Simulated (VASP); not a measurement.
# BN in VASP: further runs

The runs below take BN through relaxation of cell and atoms, single point, with PBE+D3(BJ).

All numbers are computed with VASP 6.6.1; they aren't measurements. Logs are shortened: lines on timing, memory, paths and dates and some standing lists are left out, and cuts for length are marked.

**1. The cell of the first run**

The structure is trigonal, space group R3m (No. 160). Conventional cell: a = 2.506 Å, b = 2.506 Å, c = 9.882 Å, α = 90.00°, β = 90.00°, γ = 120.00°. B (site symmetry 3m) has 3 N at 1.45 Å within 1.9 Å. Within 1.9 Å of N (site symmetry 3m) lie 3 B at 1.45 Å.

**2. Relaxation of cell and atoms, PBE+D3(BJ), target pressure 50 GPa, at which the enthalpy is minimised**

INCAR reads:

```
ALGO = Normal ; EDIFF = 1E-6
EDIFFG = -0.001 ; ENCUT = 600
GGA = PE ; IBRION = 2
ISIF = 3 ; ISMEAR = 0
IVDW = 12 ; LASPH = True
LCHARG = False ; LREAL = False
LWAVE = False ; NELM = 80
NSW = 80 ; PREC = Accurate
PSTRESS = 500.0 ; SIGMA = 0.01
```

KPOINTS reads:

```
k-points
0
Gamma
  12 12 12
```

POSCAR reads:

```
BN
1.0
    1.2530563198      0.7234524035      3.2939237303
   -1.2530563198      0.7234524035      3.2939237303
    0.0000000000     -1.4469048071      3.2939237303
B N
1 1
Direct
    0.9996973422      0.9996973422      0.9996973422
    0.3327356578      0.3327356578      0.3327356578
```

Potentials or basis: VASP PAW PBE potentials, release 64 (B, N).

Started as:

```
$ cat potpaw_PBE.64/B/POTCAR potpaw_PBE.64/N/POTCAR > POTCAR
$ mpirun -np 1 vasp_std > vasp.out
```

OUTCAR:

```text
EDIFF = 1E-6
   EDIFFG = -0.001
   ENCUT = 600
   GGA = PE
   IBRION = 2
   ISIF = 3
   ISMEAR = 0
   IVDW = 12
   LASPH = True
   LREAL = False
   NELM = 80
   NSW = 80
   PREC = Accurate
   PSTRESS = 500.0
 IVDW          = 12

 ion  position               nearest neighbor table
   1  1.000  1.000  1.000-   2 1.45   2 1.45   2 1.45
   2  0.333  0.333  0.333-   1 1.45   1 1.45   1 1.45

  LATTYP: Found a trigonal (rhomboedric) cell.
 ALAT       =     3.5977030258
 COS(alpha) =     0.7573833760

  Lattice vectors:

 A1 = (   1.2530563198,   0.7234524035,   3.2939237303)
 A2 = (  -1.2530563198,   0.7234524035,   3.2939237303)
 A3 = (   0.0000000000,  -1.4469048071,   3.2939237303)

Analysis of symmetry for initial positions (statically):
=====================================================================
 Subroutine PRICEL returns:
 Original cell was already a primitive cell.

 Routine SETGRP: Setting up the symmetry group for a
 trigonal (rhombohedral) supercell.

 Subroutine GETGRP returns: Found  6 space group operations
 (whereof  6 operations were pure point group operations)
 out of a pool of 12 trial point group operations.

The static configuration has the point symmetry C_3v.

Analysis of symmetry for dynamics (positions and initial velocities):
=====================================================================
 Subroutine PRICEL returns:
 Original cell was already a primitive cell.

 Routine SETGRP: Setting up the symmetry group for a
 trigonal (rhombohedral) supercell.

 Subroutine GETGRP returns: Found  6 space group operations
 (whereof  6 operations were pure point group operations)
 out of a pool of 12 trial point group operations.

The dynamic configuration has the point symmetry C_3v.

 Subroutine INISYM returns: Found  6 space group operations
 (whereof  6 operations are pure point group operations),
 and found     1 'primitive' translations

----------------------------------------------------------------------------------------

                                     Primitive cell

  volume of cell :      17.9162

  direct lattice vectors                    reciprocal lattice vectors
     1.253056320  0.723452403  3.293923730     0.399024363  0.230376823  0.101196433
    -1.253056320  0.723452403  3.293923730    -0.399024363  0.230376823  0.101196433
     0.000000000 -1.446904807  3.293923730     0.000000000 -0.460753647  0.101196433

  length of vectors
     3.597703026  3.597703026  3.597703026     0.471735775  0.471735775  0.471735775

  position of ions in fractional coordinates (direct lattice)
[... 85 lines left out ...]
   ISIF   =      3    stress and relaxation
   ISYM   =      2    0-nonsym 1-usesym 2-fastsym
   POTIM  = 0.5000    time-step for ionic-motion
   TEBEG  =    0.0;   TEEND  =   0.0 temperature during run
   PSTRESS=  500.0 pullay stress
   NELECT =       8.0000    total number of electrons
   NUPDOWN=      -1.0000    fix difference up-down
   EMIN   =  10.00;   EMAX   =-10.00  energy-range for DOS
   EFERMI =   0.00;   METHOD = LEGACY
   ISMEAR =     0;   SIGMA  =   0.01  broadening in eV -4-tet -1-fermi 0-gaus
   EFERMI_NEDOS =   21; number of points for ismear=-14 and -15
   IALGO  =     38    algorithm
   IMIX   =      4    mixing-type and parameters
     AMIX     =   0.40;   BMIX     =  1.00
     AMIX_MAG =   1.60;   BMIX_MAG =  1.00
  volume/ion in A,a.u.               =       8.96        60.45
  Fermi-wavevector in a.u.,A,eV,Ry     =   1.251285  2.364587 21.302848  1.565715
  Thomas-Fermi vector in A             =   2.385240
   LORBIT       =      0    0 simple, 1 ext, 2 COOP (PROOUT), +10 PAW based schemes
   GGA     = PE    functional components
   LHFCALC =     F    Hartree Fock is set to
   AEXX    =    0.0000 exact exchange contribution
   IVDW    =    12    specifies the selected vdW correction
   LEPSILON=     F    determine dielectric tensor
   LRPA    =     F    only Hartree local field effects (RPA)
 conjugate gradient relaxation of ions
 non-spin polarized calculation
 Gauss-broadening in eV      SIGMA  =   0.01
  energy-cutoff  :      600.00
  volume of cell :       17.92
 maximum number of plane-waves:       613
 NGX is ok and might be reduce to    30
   NGX = 15   NGY = 15   NGZ = 15

--------------------------------------- Ionic step        1  -------------------------------------------

 number of electron       8.0000000 magnetization

 Free energy of the ion-electron system (eV)
  ---------------------------------------------------
  ext. energy  EPLUGINS =         0.00000000
  ---------------------------------------------------
  free energy    TOTEN  =       -17.57817446 eV

  energy without entropy =      -17.57817446  energy(sigma->0) =      -17.57817446

------------------------ aborting loop because EDIFF is reached ----------------------------------------

 Edisp (eV)   -0.28468

 E8    (eV) :    -0.0835
[... 113 lines left out ...]
  energy  without entropy=      -17.5721320052  energy(sigma->0) =      -17.57213201

  enthalpy is  TOTEN    =       -12.7158540825 eV   P V=        4.8562779227

 E-fermi :  10.2510     XC(G=0): -13.5620

 val. band max:       10.1661138814   @ k =   0.0000   0.0000   0.0000
 cond. band min:      13.7588613813   @ k =   0.5000   0.5000   0.0000
 fundamental gap:      3.5927474999
 Fermi energy:        10.2509553533

 k-point     1 :       0.0000    0.0000    0.0000
  band No.  band energies     occupation
      1     -12.6683      2.00000
      2       8.9018      2.00000
      3       8.9018      2.00000
      4      10.1661      2.00000
      5      18.6123      0.00000
      6      18.6123      0.00000
      7      19.0043      0.00000
      8      22.4999      0.00000
[... 243 lines left out ...]
 k-point    24 :      -0.4167    0.1667   -0.0000
  band No.  band energies     occupation
      1      -7.4946      2.00000
      2      -2.0945      2.00000
      3       4.6375      2.00000
      4       6.8459      2.00000
      5      19.6839      0.00000
      6      22.6874      0.00000
      7      23.8476      0.00000
      8      26.7456      0.00000

 [... further k-points ...]

[... ionic steps 4 to 35 ...]

--------------------------------------- Ionic step       36  -------------------------------------------

 number of electron       8.0000000 magnetization

------------------------ aborting loop because EDIFF is reached ----------------------------------------
[... 79 lines left out ...]
--------------------------------------- Ionic step       38  -------------------------------------------

 number of electron       8.0000000 magnetization

 Free energy of the ion-electron system (eV)
  ---------------------------------------------------
  ext. energy  EPLUGINS =         0.00000000
  ---------------------------------------------------
  free energy    TOTEN  =       -17.23959669 eV

  energy without entropy =      -17.23959669  energy(sigma->0) =      -17.23959669

 E-fermi :   9.0188     XC(G=0): -13.3939

 val. band max:        8.8748551061   @ k =   0.0000   0.0000   0.0000
 cond. band min:      13.4430077706   @ k =   0.5000   0.5000   0.0000
 fundamental gap:      4.5681526645
 Fermi energy:         9.0188151217

 k-point     1 :       0.0000    0.0000    0.0000
  band No.  band energies     occupation
      1     -12.7133      2.00000
      2       8.8701      2.00000
      3       8.8749      2.00000
      4       8.8749      2.00000
      5      18.2298      0.00000
      6      18.2382      0.00000
      7      18.2382      0.00000
      8      21.1406      0.00000
[... 290 lines left out ...]
  energy  without entropy=      -17.7085470416  energy(sigma->0) =      -17.70854704

  enthalpy is  TOTEN    =       -14.4194967487 eV   P V=        3.2890502929

 reached required accuracy - stopping structural energy minimisation
```

OSZICAR:

```text
N       E                     dE             d eps       ncg     rms          rms(c)
DAV:   1     0.192148809877E+02    0.19215E+02   -0.52944E+03  3072   0.106E+03
DAV:   2    -0.187655334404E+02   -0.37980E+02   -0.36826E+02  4064   0.200E+02
DAV:   3    -0.193416568264E+02   -0.57612E+00   -0.57612E+00  3776   0.301E+01
DAV:   4    -0.193429952039E+02   -0.13384E-02   -0.13384E-02  4880   0.124E+00
[... 272 lines left out ...]
DAV:   1    -0.172396251170E+02   -0.96991E-04   -0.22354E-06  3136   0.153E-02    0.904E-04
DAV:   2    -0.172396250944E+02    0.22645E-07   -0.34664E-08  1512   0.212E-03
  37 F= -.14419497E+02 E0= -.14419497E+02  d E =-.412838E-06
       N       E                     dE             d eps       ncg     rms          rms(c)
DAV:   1    -0.172395966864E+02    0.28431E-04   -0.25494E-07  1512   0.518E-03    0.209E-04
DAV:   2    -0.172395966857E+02    0.69622E-09   -0.10647E-08  1512   0.152E-03
  38 F= -.14419497E+02 E0= -.14419497E+02  d E =-.407438E-06
```

CONTCAR:

```text
BN
   1.00000000000000
     1.2303656018498095    0.7103519111646619    2.0097966033601331
    -1.2303656018498095    0.7103519111646619    2.0097966033601331
    -0.0000000000000000   -1.4207038227102387    2.0097966034522350
  B               N
     1     1
Direct
     0.0412258916683453    0.0412258916683453    0.0412258916686811
     0.2912071083316565    0.2912071083316565    0.2912071083313206

  0.00000000E+00  0.00000000E+00  0.00000000E+00
  0.00000000E+00  0.00000000E+00  0.00000000E+00
```

It took 22 min on 1 thread of Intel Xeon Platinum 8259CL at 2.50GHz (Skylake/Cascade Lake), shared host; peak memory 0.21 GiB.

What came out:

| Quantity | Value |
| --- | --- |
| Free energy | -17.7085 eV |
| Relaxed volume | 5.27 Å³/atom |
| Relaxed cell | a = 2.461 Å, b = 2.461 Å, c = 2.461 Å, α = 59.99°, β = 59.99°, γ = 59.99° |
| Space group after relaxing (to 0.05 Å) | F-43m (No. 216) |
| Energy change on relaxing (the enthalpy is what falls) | +77.2 meV/atom |
| Ionic steps | 38 |
| Pressure after relaxing | 50.0 GPa |
| Band gap on the k mesh | 4.57 eV, indirect (least direct gap 9.35 eV) |
| Dispersion energy per atom | -0.234 eV |

Step by step:
```tsv
step	energy change (eV)	largest force (eV/Å)	pressure (GPa)	volume (Å³)
1	0.0000	0.0003	-0.10	17.92
2	3.2383	0.0686	227.22	11.59
3	0.2907	0.0155	44.82	15.56
4	0.3396	0.0169	49.45	15.39
5	0.3389	0.1864	51.02	13.53
6	0.4818	0.4418	57.15	12.57
7	1.4446	2.1755	89.58	10.59
8	0.5706	0.5838	60.89	12.23
9	0.5908	0.6154	61.76	12.17
10	0.3702	0.3148	21.80	12.97
11	0.4736	0.4971	44.79	12.48
12	0.4737	0.1828	46.21	12.41
13	0.4890	0.0347	46.54	12.34
14	0.5442	0.2619	45.95	12.06
15	0.5253	2.2483	44.12	11.21
16	1.3650	4.9916	139.81	9.46
17	0.5672	2.9749	51.71	10.88
18	0.4946	2.8018	71.71	10.17
19	0.6854	0.7699	95.30	9.82
20	0.5248	2.4330	77.21	10.07
21	0.5430	2.2026	80.03	10.03
22	0.3780	1.4630	68.36	10.21
23	0.1403	0.4672	44.48	10.66
24	0.1454	0.3917	45.34	10.64
25	0.1350	0.1549	45.77	10.62
26	0.1349	0.0799	46.63	10.60
27	0.1352	0.0889	46.67	10.60
28	0.1475	0.0312	48.84	10.56
29	0.1542	0.0008	49.96	10.54
30	0.1546	0.0009	50.03	10.54
31	0.1546	0.0017	50.05	10.54
32	0.1547	0.0073	50.06	10.54
33	0.1546	0.0045	50.06	10.54
34	0.1546	0.0045	50.05	10.54
35	0.1546	0.0041	50.05	10.54
36	0.1544	0.0003	50.02	10.54
37	0.1543	0.0010	50.00	10.54
38	0.1543	0.0007	50.00	10.54
```

Final structure:
```cif
data_structure
_symmetry_space_group_name_H-M 'P 1'
_symmetry_Int_Tables_number 1
_cell_length_a 2.4612
_cell_length_b 2.4612
_cell_length_c 2.4612
_cell_angle_alpha 59.986
_cell_angle_beta 59.986
_cell_angle_gamma 59.986
_cell_volume 10.54
loop_
_atom_site_label
_atom_site_type_symbol
_atom_site_fract_x
_atom_site_fract_y
_atom_site_fract_z
_atom_site_occupancy
B1 B 0.04123 0.04123 0.04123 1
N1 N 0.29121 0.29121 0.29121 1
```

Caveat: the cell is relaxed towards a set pressure, so the enthalpy falls and the energy may rise; the volume moved by over 15 % at a fixed basis, so the end points are rough. A k mesh can miss the band edges.

**3. Single point, PBE+D3(BJ)**

INCAR reads:

```
  PREC = Accurate
  ENCUT = 520
  EDIFF = 1E-6
  ISMEAR = 0
  SIGMA = 0.02
  LREAL = F
  LASPH = T
  NELM = 100
  ALGO = Normal
  ISIF = 2
  LWAVE = F
  LCHARG = T
  GGA = PE
  IVDW = 12
  LELF = T
  LVHAR = T
  NBANDS = 11
```

KPOINTS reads:

```
regular mesh
0
Gamma
  12 12 12
```

POSCAR reads:

```
BN
1.0
    1.2530569069      0.7234527425      3.2948837565
   -1.2530569069      0.7234527425      3.2948837565
    0.0000000000     -1.4469054851      3.2948837565
B N
1 1
Direct
    0.9996975442      0.9996975442      0.9996975442
    0.3327354558      0.3327354558      0.3327354558
```

Potentials or basis: VASP PAW PBE potentials, release 64 (B, N).

Started as:

```
$ cat potpaw_PBE.64/B/POTCAR potpaw_PBE.64/N/POTCAR > POTCAR
$ mpirun -np 1 vasp_std > vasp.out
```

Wall time 56 s (1 thread of AMD EPYC 7R43 (Zen 3), shared host); peak memory 0.15 GiB.

It converged, with:

```
Free energy                : -17.8596 eV
Pressure                   : 0.1 GPa
Band gap on the k mesh     : 4.23 eV, indirect (least direct gap 4.69 eV)
Dispersion energy per atom : -0.142 eV
```

Stress tensor (GPa, compression positive):
```
 0.19  0.00  0.00
 0.00  0.19  0.00
 0.00  0.00 -0.14
```

Levels at points of the mesh, in eV from the valence-band top:
```tsv
k point	band 1	band 2	band 3	band 4	band 5	band 6	band 7	band 8	band 9
(0.00, 0.00, 0.00)	-17.77	-4.01	-1.28	-1.28	5.32	11.66	11.66	13.14	14.79
(0.50, 0.00, 0.00)	-14.57	-8.91	-4.05	-0.55	5.32	9.93	13.18	15.25	20.17
(0.50, 0.50, 0.00)	-14.49	-8.77	-4.12	-1.20	4.23	9.86	14.41	17.90	20.62
(0.50, 0.50, 0.50)	-17.46	-6.20	-1.30	-1.30	10.37	11.57	11.57	12.31	16.69
```

**4. Single point, PBE+D3(BJ) (shear of c along a, cell held: +2.0 %, then relaxed in part)**

INCAR reads:

```
SYSTEM = BN
PREC     = Accurate       ! precision mode
ENCUT    = 520            ! plane-wave cutoff, eV
EDIFF    = 1E-7           ! SCF threshold, eV
ISMEAR   = 0              ! smearing method
SIGMA    = 0.02           ! smearing width, eV
LREAL    = .False.        ! projectors in reciprocal space
LASPH    = .True.         ! aspherical terms in the spheres
NELM     = 80             ! most SCF steps
ALGO     = Normal         ! electronic algorithm
ISIF     = 2              ! what is computed and relaxed
LWAVE    = .False.        ! write WAVECAR
LCHARG   = .True.         ! write CHGCAR
GGA      = PE             ! functional
IVDW     = 12             ! dispersion correction
LELF     = .True.         ! ELF
LVHAR    = .True.       
NBANDS   = 21             ! bands
```

KPOINTS reads:

```
Automatic mesh
0
Gamma
  12 12 4
  0 0 0
```

POSCAR reads:

```
BN
1.0
    2.5061138137      0.0000000000      0.0000000000
   -1.2530569069      2.1703582275      0.0000000000
    0.1976930256      0.0000000000      9.8846512810
B N
3 3
Direct
    0.0000000000      0.0000000000      0.0003024559
    0.6666666667      0.3333333333      0.3336357892
    0.3333333333      0.6666666667      0.6669691226
    0.6666666667      0.3333333333      0.0005978774
    0.3333333333      0.6666666667      0.3339312108
    0.0000000000      0.0000000000      0.6672645441
```

Started as:

```
$ cat potpaw_PBE.64/B/POTCAR potpaw_PBE.64/N/POTCAR > POTCAR
$ mpirun -np 1 vasp_std > vasp.out
```

It took 5.4 min on 1 thread of Intel Xeon 6975P-C, shared host; peak memory 0.37 GiB.

Results (log left out):

* Free energy: -53.5785 eV
* Pressure: 0.1 GPa
* Band gap on the k mesh: 4.13 eV
* Dispersion energy per atom: -0.142 eV

Stress tensor (GPa, compression positive):
```
 0.17 -0.06 -0.10
-0.06  0.18  0.01
-0.10  0.01 -0.14
```

Levels at points of the mesh, in eV from the valence-band top:
```
           k point  band 9  band 10  band 11  band 12  band 13  band 14  band 15  band 16
(0.00, 0.00, 0.00)   -1.32    -1.32    -1.31    -1.31     5.29     8.92     8.92    11.56
(0.50, 0.00, 0.00)   -4.09    -1.27    -0.77    -0.77     4.13     5.22     5.22     9.75
(0.50, 0.50, 0.00)   -4.09    -1.18    -0.82    -0.82     4.28     5.14     5.14     9.76
(0.00, 0.50, 0.00)   -4.09    -1.23    -0.79    -0.79     4.20     5.18     5.18     9.75
(0.00, 0.00, 0.50)   -1.31    -1.31    -1.31    -1.31     6.49     6.49    10.34    11.54
(0.50, 0.00, 0.50)   -4.08    -1.14    -1.14    -0.53     4.54     4.54     5.40     9.81
(0.50, 0.50, 0.50)   -4.07    -1.10    -1.10    -0.62     4.65     4.65     5.19     9.77
(0.00, 0.50, 0.50)   -4.08    -1.12    -1.12    -0.57     4.59     4.59     5.29     9.79
```

Caveat: the cell differs from its parent crystal (shear of c along a, cell held: +2.0 %, then relaxed in part). A k mesh can miss the band edges.

**5. Overview**

```tsv
task	cell	k mesh	cutoff (eV)	smearing	gap on the mesh (eV)	pressure (GPa)
relaxation of cell and atoms	relaxed to 50 GPa from a = 3.598 Å, angles 40.8°, 2 atoms	12 × 12 × 12	600	gaussian 0.01 eV	4.57	50.0
single point	a = 3.599 Å, angles 40.8°, 2 atoms	12 × 12 × 12	520	gaussian 0.02 eV	4.23	0.1
single point	a = 2.506, b = 2.506, c = 9.887 Å, angles 90.6, 88.9, 120.0°, 6 atoms	12 × 12 × 4	520	gaussian 0.02 eV	4.13	0.1
```

Alike in all rows: level PBE+D3(BJ); potentials or basis VASP PAW PBE potentials, release 64 (B, N); no spin polarisation.

Caveats: the cell is relaxed towards a set pressure, so the enthalpy falls and the energy may rise (some runs); the volume moved by over 15 % at a fixed basis, so the end points are rough (some runs).

Absolute energies hang on the potentials; compare differences alone.
